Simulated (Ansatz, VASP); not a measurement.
## One calculation of B, two programs

INCAR

```
SYSTEM = B
ALGO = Normal
EDIFF = 1E-7
ENCUT = 520
GGA = PE
ISIF = 2
ISMEAR = -1
LASPH = .TRUE.
LCHARG = .TRUE.
LELF = .TRUE.
LREAL = .FALSE.
LVHAR = .TRUE.
LWAVE = .FALSE.
NBANDS = 8
NELM = 60
PREC = Accurate
SIGMA = 0.08
```

File KPOINTS:

```
k-points
0
G
  16 16 16
  0 0 0
```

File POSCAR:

```
B
1.0
    0.0000000000      1.4324167111      1.4324167111
    1.4324167111      0.0000000000      1.4324167111
    1.4324167111      1.4324167111      0.0000000000
B
1
Direct
    0.0000000000      0.0000000000      0.0000000000
```

Input for Ansatz:

```yaml
crystal:
  lattice:
    - [0.0, 1.4324167111, 1.4324167111]
    - [1.4324167111, 0.0, 1.4324167111]
    - [1.4324167111, 1.4324167111, 0.0]
  atoms:
    - { symbol: B, position: [0.0, 0.0, 0.0] }
kpoints:
  mp_grid: { grid: [16, 16, 16] }
  band_path:
    path:
      - [0.0, 0.0, 0.0]
      - [0.5, 0.0, 0.5]
      - [0.625, 0.25, 0.625]
      - [0.375, 0.375, 0.75]
      - [0.0, 0.0, 0.0]
      - [0.5, 0.5, 0.5]
      - [0.5, 0.25, 0.75]
      - [0.5, 0.0, 0.5]
    npoints: 5
scf:
  occupations: { method: fermi_dirac, width: 0.08 }
hamiltonian:
  xc: pbe
  pseudopotentials:
    kind: all_electron
    lapw: { basis_error: 0.001 }
    relativity: none
output:
  forces: true
  stress: true
  eigenvalues: true
```

Alike in both runs: task single point; functional PBE; k mesh 16 × 16 × 16; occupations fermi-dirac, width 0.08 eV; no spin polarisation.

|  | VASP | Ansatz |
| --- | --- | --- |
| version | VASP 6.6.1 | Ansatz 0.2.0 |
| potentials or method | VASP PAW PBE potentials, release 64 (B), cutoff 520 eV | all-electron LAPW, non-relativistic |

```csv
,VASP,Ansatz,Ansatz less VASP
pressure (GPa),0.0,0.1,+0.09
```

Ansatz ran all-electron here, and VASP with PAW potentials.
